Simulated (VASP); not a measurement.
Here is a VASP 6.6.1 calculation.

INCAR

```
SYSTEM = CuRu2
ALGO = Normal
EDIFF = 1E-6
ENCUT = 520
GGA = PE
ISIF = 2
ISMEAR = 0
LASPH = .TRUE.
LCHARG = .FALSE.
LREAL = .FALSE.
LWAVE = .FALSE.
NBANDS = 48
NELM = 60
PREC = Accurate
SIGMA = 0.1
```

File KPOINTS:

```
k-points
0
G
  4 4 4
  0 0 0
```

The input POSCAR:

```
CuRu2
1.0
    0.0000000000      3.5451466228      3.5451466228
    3.5451466228      0.0000000000      3.5451466228
    3.5451466228      3.5451466228      0.0000000000
Cu Ru
2 4
Direct
    0.5000000000      0.5000000000      0.5000000000
    0.7500000000      0.7500000000      0.7500000000
    0.1250000000      0.1250000000      0.1250000000
    0.6250000000      0.1250000000      0.1250000000
    0.1250000000      0.6250000000      0.1250000000
    0.1250000000      0.1250000000      0.6250000000
```

Potentials or basis: VASP PAW PBE potentials, release 64 (Cu, Ru_pv).

Command:

```sh
$ cat potpaw_PBE.64/Cu/POTCAR potpaw_PBE.64/Ru_pv/POTCAR > POTCAR
$ mpirun -np 1 vasp_std > vasp.out
```

**Question.** Estimate the pressure.

**Answer.** 0.3 GPa.

**Question.** What does it give for the band gap on the k mesh?

**Answer.** Zero (bands 39 and 40 overlap by 1.52 eV).

Caveat: the k points lie up to 0.38 Å⁻¹ apart, too coarse for converged energies and pressures of a metal.
